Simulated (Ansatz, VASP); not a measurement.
## Sb: VASP beside Ansatz

```
Sb
1.0
     3.35773    0.00000    0.00000
    -1.67887    2.90788    0.00000
     0.00000    0.00000    5.31217
Sb
2
Direct
  0.33333 0.66667 0.25000
  0.66667 0.33333 0.75000
```

Change from the starting cell: volume scaled by 0.99, PAW files.

Alike in both runs: task electric field gradients; functional LDA; k mesh 12 × 12 × 7; occupations fermi-dirac, width 0.03 eV; no spin polarisation.

|  | VASP | Ansatz |
| --- | --- | --- |
| version | VASP 6.6.1 | Ansatz 0.2.0 |
| potentials or method | VASP PAW LDA potentials, release 64 (Sb) | PAW with Ansatz's default frozen-core files, scalar-relativistic |
| plane-wave cutoff (eV) | 520 | 420 |
| valence electrons in the cell | 10 | 30 |

```tsv
	VASP	Ansatz	Ansatz less VASP
pressure (GPa)	-0.6	-0.7	-0.12
traceless stress, the component that is largest in VASP (GPa)	-1.05	-1.05	+0.004
size of Vzz on the site where it differs most (V/Å²)	23.8	26.0	+2.22
```

LDA's correlation is that of Perdew and Zunger in VASP and of Perdew and Wang (1992) in Ansatz. VASP's potentials hold 10 valence electrons a cell and Ansatz's 30, so a difference there can come from the potentials and not from the codes.

Neither program's run includes spin-orbit coupling.
